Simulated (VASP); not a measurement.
Input of a VASP 6.6.1 run:

The input INCAR:

```
SYSTEM = HgTe
PREC = Accurate
ENCUT = 520
EDIFF = 1E-6
ISMEAR = -1
SIGMA = 0.1
LREAL = .False.
LASPH = .True.
NELM = 60
ALGO = Normal
ISIF = 2
LWAVE = .False.
LCHARG = .False.
GGA = PE
NBANDS = 16
```

Contents of KPOINTS:

```
Automatic mesh
0
Gamma
  12 12 12
  0 0 0
```

POSCAR

```
HgTe
1.0
    0.0000000000      3.0095156090      3.0095156090
    3.0095156090      0.0000000000      3.0095156090
    3.0095156090      3.0095156090      0.0000000000
Hg Te
1 1
Direct
    0.0000000000      0.0000000000      0.0000000000
    0.5000000000      0.5000000000      0.5000000000
```

Potentials or basis: VASP PAW PBE potentials, release 64 (Hg, Te).

The run is started by

```bash
$ cat potpaw_PBE.64/Hg/POTCAR potpaw_PBE.64/Te/POTCAR > POTCAR
$ mpirun -np 1 vasp_std > vasp.out
```

Predict the band gap on the k mesh.

zero (bands 9 and 10 overlap by 2.74 eV).

Estimate the pressure.

3.5 GPa.

Caveat: the cell stands under pressure; spin-orbit coupling is left out, which moves the levels of the heavy elements.
